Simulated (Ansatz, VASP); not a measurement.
**Na in VASP and in Ansatz**

```
Na
1.0
    -2.18102    2.11750    2.11750
     2.11750   -2.18102    2.11750
     2.11750    2.11750   -2.18102
Na
1
Direct
  0.00000 0.00000 0.00000
```

Change from the starting cell: equal xy, yz and zx shear strains of -3 %.

Alike in both runs: task single point; functional PBEsol; k mesh 12 × 12 × 12; occupations fermi-dirac, width 0.05 eV; no spin polarisation.

```csv
,VASP,Ansatz
version,VASP 6.6.1,Ansatz 0.2.0
potentials or method,"VASP PAW PBE potentials, release 64 (Na_pv), cutoff 520 eV","all-electron LAPW, scalar-relativistic"
```

```csv
,VASP,Ansatz,Ansatz less VASP
pressure (GPa),-0.3,-0.3,+0.02
"traceless stress, the component that is largest in VASP (GPa)",0.15,0.15,-0.002
```

VASP's potentials were made for PBE, not for PBEsol. Ansatz ran all-electron here, and VASP with PAW potentials.
